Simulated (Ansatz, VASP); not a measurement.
# Two plane-wave programs on PtSe2

Contents of INCAR:

```
PREC = Accurate ; ENCUT = 520
EDIFF = 1E-6 ; ISMEAR = 0
SIGMA = 0.15 ; LREAL = False
LASPH = True ; NELM = 80
ALGO = Normal ; ISIF = 2
LWAVE = False ; LCHARG = False
GGA = PE ; IVDW = 12
NBANDS = 31
```

The input KPOINTS:

```
Automatic mesh
0
Gamma
  12 12 6
```

POSCAR

```
PtSe2
1.0
    3.7717024303      0.0000000000      0.0000000000
   -1.8858512152      3.2663901202      0.0000000000
    0.0000000000      0.0000000000      9.6436527086
Pt Se
2 4
Direct
    0.0000000000      0.0000000000      0.0000000000
    0.0000000000      0.0000000000      0.5000000000
    0.3333333333      0.6666666667      0.1327718750
    0.3333333333      0.6666666667      0.6327718750
    0.6666666667      0.3333333333      0.3672281250
    0.6666666667      0.3333333333      0.8672281250
```

Input for Ansatz:

```yaml
crystal:
  lattice:
    - [3.7717024303, 0.0, 0.0]
    - [-1.8858512152, 3.2663901202, 0.0]
    - [0.0, 0.0, 9.6436527086]
  atoms:
    - { symbol: Pt, position: [0.0, 0.0, 0.0] }
    - { symbol: Pt, position: [0.0, 0.0, 0.5] }
    - { symbol: Se, position: [0.3333333333, 0.6666666667, 0.132771875] }
    - { symbol: Se, position: [0.3333333333, 0.6666666667, 0.632771875] }
    - { symbol: Se, position: [0.6666666667, 0.3333333333, 0.367228125] }
    - { symbol: Se, position: [0.6666666667, 0.3333333333, 0.867228125] }
basis:
  ecutwfc: 420
kpoints:
  mp_grid: { grid: [12, 12, 6] }
hamiltonian:
  xc: pbe
  dispersion: d3bj
scf:
  occupations: { method: gaussian, width: 0.15 }
output:
  forces: true
  stress: true
  eigenvalues: true
```

Alike in both runs: task single point; functional PBE; dispersion D3(BJ); k mesh 12 × 12 × 6; occupations gaussian, width 0.15 eV; no spin polarisation.

```csv
,VASP,Ansatz
version,VASP 6.6.1,Ansatz 0.2.0
potentials or method,"VASP PAW PBE potentials, release 64 (Pt, Se), cutoff 520 eV","scalar-relativistic, plane waves, PAW"
valence electrons in the cell,44,100
```

```tsv
	VASP	Ansatz	Ansatz less VASP
gap on the k mesh at the Fermi level (eV)	none	none	-
pressure (GPa)	0.0	0.0	+0.04
```

A gap of «none» marks a metal or a gap that the smearing closes. VASP's potentials hold 44 valence electrons a cell and Ansatz's 100, so a difference there can come from the potentials and not from the codes.

Neither program's run includes spin-orbit coupling.
